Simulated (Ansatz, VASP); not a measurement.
**Li2Sn in VASP and in Ansatz**

```
Li Sn
1.0
    -1.69535    1.69535   11.36866
     1.69535   -1.69535   11.36866
     1.69535    1.69535  -11.36866
Li Sn
4 2
Direct
  0.42836 0.42836 0.00000
  0.17836 0.67836 0.50000
  0.32164 0.82164 0.50000
  0.57164 0.57164 0.00000
  0.00000 0.00000 0.00000
  0.75000 0.25000 0.50000
```

Alike in both runs: functional PBE; k mesh 6 × 6 × 6; occupations gaussian, width 0.1 eV; no spin polarisation.

Ansatz relaxed the structure, and its values are those at the end. VASP's run is a single point on that final structure, the one shown.

|  | VASP | Ansatz |
| --- | --- | --- |
| version | VASP 6.6.1 | Ansatz 0.2.0 |
| potentials or method | VASP PAW PBE potentials, release 64 (Li_sv, Sn_d), cutoff 520 eV | scalar-relativistic, plane waves, PAW |
| valence electrons in the cell | 40 | 40 |

|  | VASP | Ansatz | Ansatz less VASP |
| --- | --- | --- | --- |
| gap on the k mesh at the Fermi level (eV) | none | none | - |
| rms of the force components (eV/Å) | 0.003 | 0.003 | +0.0001 |

A gap of «none» marks a metal or a gap that the smearing closes. The functional is the same, so the differences come from potentials, cutoffs and numerics.

The k mesh is coarse, so the values compare programs but aren't converged. Noted on VASP's run: the cutoff is short for stress, so the pressure is rough.
